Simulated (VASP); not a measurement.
# HfC (P6_3/mmc) in VASP: further runs, part 2 of 2

VASP 6.6.1. The steps go on from the part before.

## Step 3: Single point, r2SCAN+U

Input file POSCAR:

```
HfC
1.0
    3.3428660531      0.0000000000      0.0000000000
   -1.6714330265      2.8950069234      0.0000000000
    0.0000000000      0.0000000000      5.2027140000
Hf C
2 2
Direct
    0.3333333333      0.6666666667      0.2500000000
    0.6666666667      0.3333333333      0.7500000000
    0.0000000000      0.0000000000      0.5000000000
    0.0000000000      0.0000000000      0.0000000000
```

Input file INCAR.step1:

```
SYSTEM = HfC
ALGO = Normal
EDIFF = 1E-4
ENCUT = 520
GGA = PE
ISMEAR = -1
LASPH = .True.
LCHARG = .False.
LDAU = .True.
LDAUJ = 0 0
LDAUL = 2 -1
LDAUTYPE = 2
LDAUU = 6 0
LMAXMIX = 4
LREAL = .False.
LWAVE = .True.
NBANDS = 22
NELM = 150
PREC = Accurate
SIGMA = 0.05
```

Input file INCAR.step2:

```
SYSTEM = HfC
ALGO = Normal
EDIFF = 1E-6
ENCUT = 520
ISIF = 2
ISMEAR = -1
ISTART = 1
LASPH = .True.
LCHARG = .False.
LDAU = .True.
LDAUJ = 0 0
LDAUL = 2 -1
LDAUPRINT = 1
LDAUTYPE = 2
LDAUU = 6 0
LMAXMIX = 4
LMIXTAU = .True.
LREAL = .False.
LWAVE = .False.
METAGGA = R2SCAN
NBANDS = 22
NELM = 150
PREC = Accurate
SIGMA = 0.05
```

Input file KPOINTS:

```
k-points
0
Gamma
  9 9 5
  0 0 0
```

Potentials or basis: VASP PAW PBE potentials, release 64 (Hf_pv, C).

Started as:

```sh
> cat potpaw_PBE.64/Hf_pv/POTCAR potpaw_PBE.64/C/POTCAR > POTCAR
> cp INCAR.step1 INCAR
> mpirun -np 1 vasp_std > vasp.out
> cp INCAR.step2 INCAR
> mpirun -np 1 vasp_std > vasp.out
```

OUTCAR:

```text
SYSTEM = HfC
   EDIFF = 1E-6
   ENCUT = 520
   ISIF = 2
   ISMEAR = -1
   ISTART = 1
   LASPH = .True.
   LREAL = .False.
   METAGGA = R2SCAN
   NELM = 150
   PREC = Accurate

 ion  position               nearest neighbor table
   1  0.333  0.667  0.250-   3 2.33   4 2.33   3 2.33   4 2.33   3 2.33   4 2.33   2 3.24   2 3.24
                             2 3.24   2 3.24   2 3.24   2 3.24
   2  0.667  0.333  0.750-   3 2.33   4 2.33   3 2.33   4 2.33   3 2.33   4 2.33   1 3.24   1 3.24
                             1 3.24   1 3.24   1 3.24   1 3.24
   3  0.000  0.000  0.500-   1 2.33   2 2.33   1 2.33   2 2.33   2 2.33   1 2.33
   4  0.000  0.000  0.000-   1 2.33   2 2.33   1 2.33   2 2.33   2 2.33   1 2.33

  LATTYP: Found a hexagonal cell.
 ALAT       =     3.3428660531
 C/A-ratio  =     1.5563632875

  Lattice vectors:

 A1 = (   3.3428660531,   0.0000000000,   0.0000000000)
 A2 = (  -1.6714330265,   2.8950069234,   0.0000000000)
 A3 = (   0.0000000000,   0.0000000000,   5.2027140000)

Analysis of symmetry for initial positions (statically):
=====================================================================
 Subroutine PRICEL returns:
 Original cell was already a primitive cell.

 Routine SETGRP: Setting up the symmetry group for a
 hexagonal supercell.
[... 239 lines left out ...]
  free energy    TOTEN  =      -105.65270491 eV

  energy without entropy =     -105.64946789  energy(sigma->0) =     -105.65108640

 E-fermi :   7.3231     XC(G=0): -13.1472

 val. band max:        7.3013638897   @ k =   0.0000   0.0000   0.2000
 cond. band min:       7.5458828778   @ k =   0.2222   0.1111   0.2000
 fundamental gap:      0.2445189882
 Fermi energy:         7.3231224954

 k-point     1 :       0.0000    0.0000    0.0000
  band No.  band energies     occupation
      1     -25.9643      2.00000
      2     -25.4042      2.00000
      3     -25.4042      2.00000
      4     -25.3187      2.00000
      5     -25.3187      2.00000
      6     -25.2505      2.00000
[... 589 lines left out ...]
     21      15.6846      0.00000
     22      15.6846      0.00000

 [... further k-points ...]
[... 5 lines left out ...]
  --------------------------------------------------------------------------------------
  -------------------------------------------------------------------------------------
  Total        4.5897926      4.5897926      8.0980030      0.0000000      0.0000000      0.0000000
  in kB      146.0511931    146.0511931    257.6854991      0.0000000      0.0000000      0.0000000
  external PRESSURE =     183.2626284 kB  Pullay stress =       0.0000000 kB

 VOLUME and BASIS-vectors are now :
 -----------------------------------------------------------------------------
  energy-cutoff  :      520.00
  volume of cell :       50.35
      direct lattice vectors                 reciprocal lattice vectors
     3.342866053  0.000000000  0.000000000     0.299144502  0.172711159  0.000000000
    -1.671433026  2.895006923  0.000000000     0.000000000  0.345422317  0.000000000
     0.000000000  0.000000000  5.202714000     0.000000000  0.000000000  0.192207375

 POSITION                                       TOTAL-FORCE (eV/Angst)
 -----------------------------------------------------------------------------------
     -0.00000      1.93000      1.30068         0.000000     -0.000000      0.000000
      1.67143      0.96500      3.90204        -0.000000      0.000000      0.000000
      0.00000      0.00000      2.60136        -0.000000      0.000000      0.000000
      0.00000      0.00000      0.00000        -0.000000      0.000000      0.000000
 -----------------------------------------------------------------------------------
    total drift:                               -0.000000      0.000000     -0.000000

  FREE ENERGIE OF THE ION-ELECTRON SYSTEM (eV)
  ---------------------------------------------------
  free  energy   TOTEN  =      -105.6527049128 eV

  energy  without entropy=     -105.6494678859  energy(sigma->0) =     -105.65108640
```

Run time: 4.9 min. Hardware: 1 thread of AMD EPYC 7R13, shared host; peak memory 0.17 GiB.

Results:

```yaml
Free_energy: -105.6527 eV
Pressure: 18.3 GPa
Band_gap_on_the_k_mesh: zero (band 14 reaches 8.88 eV, above the bottom of band 15 at 7.21 eV)
```

Stress tensor (GPa, compression positive):
```
14.61  0.00  0.00
 0.00 14.61  0.00
 0.00  0.00 25.77
```

Eigenvalues of the final occupation matrices:
```tsv
site	spin	trace	eigenvalues
site 1 d	1	0.75	0.10 0.14 0.14 0.18 0.18
site 1 d	2	0.75	0.10 0.14 0.14 0.18 0.18
site 2 d	1	0.75	0.10 0.14 0.14 0.18 0.18
site 2 d	2	0.75	0.10 0.14 0.14 0.18 0.18
```

Caveat: the PAW data sets were made with another functional, which shifts forces and pressure a little; spin-orbit coupling is left out, which moves the levels of the heavy elements; U without spin polarisation on a metal has little footing; the U is typed as a test and isn't derived for this compound.

## Step 4: Single point, r2SCAN+U

POSCAR is that of step 3.

Input file INCAR.step1:

```
PREC = Accurate
ENCUT = 520
ISMEAR = -1
SIGMA = 0.05
LREAL = False
LASPH = True
NELM = 150
LMAXMIX = 4
LDAU = True
LDAUTYPE = 2
LDAUL = 2 -1
LDAUU = 8 0
LDAUJ = 0 0
NBANDS = 22
GGA = PE
ALGO = Normal
EDIFF = 1E-4
LWAVE = True
LCHARG = False
```

Input file INCAR.step2:

```
PREC = Accurate
ENCUT = 520
EDIFF = 1E-7
ISMEAR = -1
SIGMA = 0.05
LREAL = False
LASPH = True
NELM = 150
ALGO = Normal
ISIF = 2
LWAVE = False
LCHARG = False
LMAXMIX = 4
LDAU = True
LDAUTYPE = 2
LDAUL = 2 -1
LDAUU = 8 0
LDAUJ = 0 0
LDAUPRINT = 1
METAGGA = R2SCAN
LMIXTAU = True
NBANDS = 22
ISTART = 1
```

Input file KPOINTS:

```
Automatic mesh
0
Gamma
  9 9 5
```

Started as:

```sh
> cat potpaw_PBE.64/Hf_pv/POTCAR potpaw_PBE.64/C/POTCAR > POTCAR
> cp INCAR.step1 INCAR
> mpirun -np 1 vasp_std > vasp.out
> cp INCAR.step2 INCAR
> mpirun -np 1 vasp_std > vasp.out
```

Run time: 6.7 min. Hardware: 1 thread of AMD EPYC 7R13, shared host; peak memory 0.17 GiB.

It converged, with:

| Item | Value |
| --- | --- |
| Free energy | -103.1836 eV |
| Pressure | 26.3 GPa |
| Band gap on the k mesh | zero (band 14 reaches 9.22 eV, above the bottom of band 15 at 7.50 eV) |

Stress tensor (GPa, compression positive):
```
21.85  0.00  0.00
 0.00 21.85  0.00
 0.00  0.00 35.15
```

Levels at points of the mesh, in eV from the Fermi level:
```csv
k point,band 12,band 13,band 14,band 15,band 16,band 17
"(0.00, 0.00, 0.00)",-1.61,-1.61,1.59,1.88,2.29,2.29
```

Eigenvalues of the final occupation matrices:
| site | spin | trace | eigenvalues |
| --- | --- | --- | --- |
| site 1 d | 1 | 0.71 | 0.10 0.13 0.13 0.17 0.17 |
| site 1 d | 2 | 0.71 | 0.10 0.13 0.13 0.17 0.17 |
| site 2 d | 1 | 0.71 | 0.10 0.13 0.13 0.17 0.17 |
| site 2 d | 2 | 0.71 | 0.10 0.13 0.13 0.17 0.17 |

Caveat: the PAW data sets were made with another functional, which shifts forces and pressure a little; spin-orbit coupling is left out, which moves the levels of the heavy elements; U without spin polarisation on a metal has little footing; the U is typed as a test and isn't derived for this compound.

## Step 5: Summary

```csv
U,gap on the mesh (eV),pressure (GPa)
Hf d U = 5.0 eV,none,14.5
Hf d U = 6.0 eV,none,18.3
Hf d U = 8.0 eV,none,26.3
```

Alike in all rows: task single point; level r2SCAN+U; potentials or basis VASP PAW PBE potentials, release 64 (Hf_pv, C); no spin polarisation; cell as given; k mesh 9 × 9 × 5; cutoff (eV) 520; smearing fermi-dirac 0.05 eV.

Every run on the cell as given and a fine mesh finds a metal.

Caveats: the PAW data sets were made with another functional, which shifts forces and pressure a little; spin-orbit coupling is left out, which moves the levels of the heavy elements; U without spin polarisation on a metal has little footing; the U is typed as a test and isn't derived for this compound.

Total energies depend on the potentials used, so only differences within one code and one set of settings carry meaning.
